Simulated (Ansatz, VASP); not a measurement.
## BaTiO3: VASP beside Ansatz

File INCAR:

```
PREC = Accurate ; ENCUT = 910
EDIFF = 1E-6 ; ISMEAR = 0
SIGMA = 0.05 ; LREAL = F
LASPH = T ; NELM = 120
ALGO = Normal ; ISIF = 2
LWAVE = F ; LCHARG = F
GGA = PE ; NBANDS = 28
GGA_COMPAT = F
```

File KPOINTS:

```
Automatic mesh
0
Gamma
  6 6 6
```

File POSCAR:

```
BaTiO3
1.0
    3.9998000000      0.0000000000      0.0000000000
    0.0000000000      3.9998000000      0.0000000000
    0.0000000000      0.0000000000      4.0180000000
Ba Ti O
1 1 3
Direct
    0.0000000000      0.0000000000      0.0000000000
    0.5000000000      0.5000000000      0.4900000000
    0.5000000000      0.5000000000      0.0190000000
    0.5000000000      0.0000000000      0.5170000000
    0.0000000000      0.5000000000      0.5170000000
```

Input for Ansatz:

```yaml
crystal:
  lattice:
    - [3.9998, 0.0, 0.0]
    - [0.0, 3.9998, 0.0]
    - [0.0, 0.0, 4.018]
  atoms:
    - { symbol: Ba, position: [0.0, 0.0, 0.0] }
    - { symbol: Ti, position: [0.5, 0.5, 0.49] }
    - { symbol: O, position: [0.5, 0.5, 0.019] }
    - { symbol: O, position: [0.5, 0.0, 0.517] }
    - { symbol: O, position: [0.0, 0.5, 0.517] }
basis:
  ecutwfc: 420
  fft_grid_basis: typed
kpoints:
  mp_grid: { grid: [6, 6, 6] }
hamiltonian:
  xc: pbe
scf:
  occupations: { method: gaussian, width: 0.05 }
output:
  forces: true
  stress: true
  eigenvalues: true
  bader: true
  write_density: true
  volumetric_format: npy
  elf: true
```

Alike in both runs: task single point; functional PBE; k mesh 6 × 6 × 6; occupations gaussian, width 0.05 eV; no spin polarisation.

|  | VASP | Ansatz |
| --- | --- | --- |
| version | VASP 6.6.1 | Ansatz 0.2.0 |
| potentials or method | VASP PAW PBE potentials, release 64 (Ba_sv, Ti_sv, O_h), cutoff 910 eV | scalar-relativistic, plane waves, PAW |
| valence electrons in the cell | 40 | 40 |

```csv
,VASP,Ansatz,Ansatz less VASP
gap on the k mesh at the Fermi level (eV),1.77,1.84,+0.061
rms of the force components (eV/Å),0.095,0.097,+0.0019
```

Atom by atom the forces differ by 0.012 eV/Å (rms over components). The functional is the same, so the differences come from potentials, cutoffs and numerics.

Neither program's run includes spin-orbit coupling. Noted on VASP's run: the cutoff is short for stress, so the pressure is rough.
